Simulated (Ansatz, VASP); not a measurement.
## Ca: VASP beside Ansatz

Contents of INCAR:

```
SYSTEM = Ca
  PREC = Accurate
  ENCUT = 520
  EDIFF = 1E-6
  ISMEAR = -1
  SIGMA = 0.1
  LREAL = .FALSE.
  LASPH = .TRUE.
  NELM = 60
  ALGO = Normal
  ISIF = 2
  LWAVE = .FALSE.
  LCHARG = .TRUE.
  GGA = PE
  LELF = .TRUE.
  LVHAR = .TRUE.
  NBANDS = 11
```

Contents of KPOINTS:

```
Automatic mesh
0
G
  17 17 17
  0 0 0
```

The input POSCAR:

```
Ca
1.0
   -2.1321089467      2.1321089467      2.1321089467
    2.1321089467     -2.1321089467      2.1321089467
    2.1321089467      2.1321089467     -2.1321089467
Ca
1
Direct
    0.0000000000      0.0000000000      0.0000000000
```

Input for Ansatz:

```yaml
crystal:
  lattice:
    - [-2.1321089467, 2.1321089467, 2.1321089467]
    - [2.1321089467, -2.1321089467, 2.1321089467]
    - [2.1321089467, 2.1321089467, -2.1321089467]
  atoms:
    - { symbol: Ca, position: [0.0, 0.0, 0.0] }
hamiltonian:
  xc: pbe
  pseudopotentials:
    kind: paw
    azcp:
      Ca: "pseudopotentials/Ca.paw.azcp"
basis:
  ecutwfc: 420
  fft_grid_basis: typed
kpoints:
  mp_grid: { grid: [17, 17, 17], shift: [0, 0, 0] }
magnetization:
  spin_polarized: false
scf:
  occupations: { method: fermi_dirac, width: 0.1 }
output:
  stress: true
```

Alike in both runs: task single point; functional PBE; k mesh 17 × 17 × 17; occupations fermi-dirac, width 0.1 eV; no spin polarisation.

```csv
,VASP,Ansatz
version,VASP 6.6.1,Ansatz 0.2.0
potentials or method,"VASP PAW PBE potentials, release 64 (Ca_sv), cutoff 520 eV","plane waves (420 eV) with PAW, scalar-relativistic"
valence electrons in the cell,10,10
```

```tsv
	VASP	Ansatz	Ansatz less VASP
pressure (GPa)	1.6	1.6	-0.02
```

The functional is the same, so the differences come from potentials, cutoffs and numerics.
